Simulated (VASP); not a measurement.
Input of a VASP 6.6.1 run:

The input POSCAR:

```
HO2
1.0
    1.2720429558      2.2032430289      0.0000000000
   -1.2720429558      2.2032430289      0.0000000000
    0.0000000000      0.0000000000      8.0415922211
H O
2 4
Direct
    0.3333333333      0.3333333333      0.2500000000
    0.6666666667      0.6666666667      0.7500000000
    0.3333333333      0.3333333333      0.6630205653
    0.6666666667      0.6666666667      0.1630205653
    0.3333333333      0.3333333333      0.8369794347
    0.6666666667      0.6666666667      0.3369794347
```

File INCAR.step1:

```
  PREC = Accurate
  ENCUT = 520
  ISMEAR = -1
  SIGMA = 0.1
  LREAL = False
  LASPH = True
  NELM = 80
  NBANDS = 22
  GGA = PE
  ALGO = Normal
  EDIFF = 1E-4
  LWAVE = True
  LCHARG = False
```

Contents of INCAR.step2:

```
  PREC = Accurate
  ENCUT = 520
  EDIFF = 1E-6
  ISMEAR = -1
  SIGMA = 0.1
  LREAL = False
  LASPH = True
  NELM = 80
  ALGO = Normal
  ISIF = 2
  LWAVE = False
  LCHARG = False
  METAGGA = R2SCAN
  LMIXTAU = True
  NBANDS = 22
  ISTART = 1
```

KPOINTS

```
regular mesh
0
Gamma
  13 13 3
```

Potentials or basis: VASP PAW PBE potentials, release 64 (H, O).

Launch:

```bash
$ cat potpaw_PBE.64/H/POTCAR potpaw_PBE.64/O/POTCAR > POTCAR
$ cp INCAR.step1 INCAR
$ mpirun -np 1 vasp_std > vasp.out
$ cp INCAR.step2 INCAR
$ mpirun -np 1 vasp_std > vasp.out
```

(1) What does it give for the pressure?

(2) Estimate the band gap on the k mesh.

(3) Estimate the largest force.

Answers

(1) 1.6 GPa.

(2) zero (band 13 reaches 1.82 eV, above the bottom of band 14 at -0.42 eV).

(3) 0.526 eV/Å.

Caveat: the PAW data sets were made with another functional, which shifts forces and pressure a little.
